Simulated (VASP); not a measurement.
A run of VASP 6.6.1:

INCAR

```
PREC = Accurate
ENCUT = 520
EDIFF = 1E-8
ISMEAR = -1
SIGMA = 0.01
LREAL = F
LASPH = T
NELM = 100
ALGO = Normal
ISIF = 2
LWAVE = F
LCHARG = F
GGA = CA
LEFG = T
NBANDS = 31
```

The input KPOINTS:

```
regular mesh
0
Gamma
  7 7 7
```

POSCAR

```
KLuS2
1.0
    1.9612491445      1.1323277215      7.2414001364
   -1.9612491445      1.1323277215      7.2414001364
    0.0000000000     -2.2646554430      7.2414001364
K Lu S
1 1 2
Direct
    0.0000000000      0.0000000000      0.0000000000
    0.5000000000      0.5000000000      0.5000000000
    0.2336900000      0.2336900000      0.2336900000
    0.7663100000      0.7663100000      0.7663100000
```

Potentials or basis: VASP PAW PBE potentials, release 64 (K_sv, Lu, S).

Command:

```bash
$ cat potpaw_PBE.64/K_sv/POTCAR potpaw_PBE.64/Lu/POTCAR potpaw_PBE.64/S/POTCAR > POTCAR
$ mpirun -np 1 vasp_std > vasp.out
```

Hardware: 1 thread of Intel(R) Xeon(R) Platinum 8488C (Sapphire Rapids) (shared host).

Q: How long does it take, and how much memory?

A: Wall time 11 min on 1 thread of Intel(R) Xeon(R) Platinum 8488C (Sapphire Rapids), with other jobs on the host, peak memory 0.42 GiB. Counts: scf iterations 17, k points 44.
